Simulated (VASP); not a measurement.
Here is a VASP 6.6.1 calculation.

File INCAR:

```
PREC = Accurate
ENCUT = 520
EDIFF = 1E-7
ISMEAR = 1
SIGMA = 0.05
LREAL = F
LASPH = T
NELM = 100
ALGO = Normal
ISIF = 2
LWAVE = F
LCHARG = F
GGA = PS
NBANDS = 36
```

File KPOINTS:

```
regular mesh
0
Gamma
  15 9 9
```

File POSCAR:

```
W
1.0
    2.7812796353      0.0000000000      0.0000000000
    0.0000000000      4.8147366408      0.0000000000
    0.0000000000      0.0000000000      4.8739573065
W
4
Direct
    0.7931720000      0.9368430000      0.7500000000
    0.2068280000      0.4368430000      0.7500000000
    0.2068280000      0.0631570000      0.2500000000
    0.7931720000      0.5631570000      0.2500000000
```

Potentials or basis: VASP PAW PBE potentials, release 64 (W_sv).

The run is started by

```console
$ cat potpaw_PBE.64/W_sv/POTCAR > POTCAR
$ mpirun -np 1 vasp_std > vasp.out
```

**Question.** What does it give for the band gap on the k mesh?

**Answer.** Zero (band 28 reaches 11.68 eV, above the bottom of band 29 at 10.08 eV).

**Question.** Estimate the pressure.

**Answer.** -2.0 GPa.

Forces in eV/Å, atoms in the order of the input:
```
W   -0.197  0.024  0.000
W    0.197  0.024  0.000
W    0.197 -0.024  0.000
W   -0.197 -0.024  0.000
```

Caveat: the PAW data sets were made with another functional, which shifts forces and pressure a little; spin-orbit coupling is left out, which moves the levels of the heavy elements.
